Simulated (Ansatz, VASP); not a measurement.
Two plane-wave programs on Rh

The input INCAR:

```
SYSTEM = Rh
PREC = Accurate
ENCUT = 520
EDIFF = 1E-6
ISMEAR = 0
SIGMA = 0.15
LREAL = .FALSE.
LASPH = .TRUE.
NELM = 60
ALGO = Fast
ISIF = 2
LWAVE = .FALSE.
LCHARG = .FALSE.
GGA = PS
NBANDS = 22
```

Contents of KPOINTS:

```
regular mesh
0
G
  24 24 14
  0 0 0
```

The input POSCAR:

```
Rh
1.0
    2.5811866414      0.0000000000      0.0000000000
   -1.2905933207      2.2353732034      0.0000000000
    0.0000000000      0.0000000000      4.3290202437
Rh
2
Direct
    0.6666666667      0.3333333333      0.7500000000
    0.3333333333      0.6666666667      0.2500000000
```

Input for Ansatz:

```yaml
crystal:
  lattice:
    - [2.5811866414, 0.0, 0.0]
    - [-1.2905933207, 2.2353732034, 0.0]
    - [0.0, 0.0, 4.3290202437]
  atoms:
    - { symbol: Rh, position: [0.6666666667, 0.3333333333, 0.75] }
    - { symbol: Rh, position: [0.3333333333, 0.6666666667, 0.25] }
basis:
  ecutwfc: 420
kpoints:
  mp_grid: { grid: [24, 24, 14] }
hamiltonian:
  xc: pbesol
scf:
  occupations: { method: gaussian, width: 0.15 }
output:
  forces: true
  stress: true
  eigenvalues: true
```

Change from the starting cell: strain -0.040 along x and y, +0.000 along z, atoms carried along.

Alike in both runs: task single point; functional PBEsol; k mesh 24 × 24 × 14; occupations gaussian, width 0.15 eV; no spin polarisation.

```csv
,VASP,Ansatz
version,VASP 6.6.1,Ansatz 0.2.0
potentials or method,"VASP PAW PBE potentials, release 64 (Rh_pv), cutoff 520 eV","scalar-relativistic, plane waves, PAW"
valence electrons in the cell,30,34
```

Ansatz gave:

| Item | Value |
| --- | --- |
| gap on the k mesh at the Fermi level (eV) | none |
| pressure (GPa) | 29.8 |
| traceless stress, the component that is largest in VASP (GPa) | -9.97 |

Task: What did VASP give for the same quantities?

Result: gap on the k mesh at the Fermi level (eV): none; pressure (GPa): 29.7; traceless stress, the component that is largest in VASP (GPa): -9.99.

VASP's potentials were made for PBE, not for PBEsol. A gap of «none» marks a metal or a gap that the smearing closes. Both programs put the cell under a high pressure, so it lies far from rest at this level. The functional is the same, so the differences come from potentials, cutoffs and numerics. VASP's potentials hold 30 valence electrons a cell and Ansatz's 34, so a difference there can come from the potentials and not from the codes.
